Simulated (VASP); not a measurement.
Input of a VASP 6.6.1 run:

File INCAR:

```
ALGO = Normal
EDIFF = 1E-7
ENCUT = 520
GGA = PE
ISIF = 2
ISMEAR = -1
LASPH = True
LCHARG = False
LREAL = False
LWAVE = False
NBANDS = 21
NELM = 80
PREC = Accurate
SIGMA = 0.02
```

Contents of KPOINTS:

```
k-points
0
Gamma
  12 12 4
```

File POSCAR:

```
B3As2N
1.0
    3.1723317745      0.0000000000      0.0000000000
   -1.5861658872      2.7473199060      0.0000000000
    0.0000000000      0.0000000000      7.6938075173
N As B
1 2 3
Direct
    0.0000000000      0.0000000000     -0.0110000701
    0.3333333333      0.6666666667      0.3204996470
    0.6666666667      0.3333333333      0.6829839771
    0.3333333333      0.6666666667      0.0549325032
    0.6666666667      0.3333333333      0.4168232182
    0.0000000000      0.0000000000      0.7857607246
```

Potentials or basis: VASP PAW PBE potentials, release 64 (N, As, B).

The run is started by

```console
$ cat potpaw_PBE.64/N/POTCAR potpaw_PBE.64/As/POTCAR potpaw_PBE.64/B/POTCAR > POTCAR
$ mpirun -np 1 vasp_std > vasp.out
```

(1) Estimate the largest force.

(2) Estimate the band gap on the k mesh.

Answers

(1) 0.201 eV/Å.

(2) zero (bands 12 and 13 overlap by 0.03 eV).

Caveat: semilocal functionals underestimate gaps, so a narrow gap can read as zero.
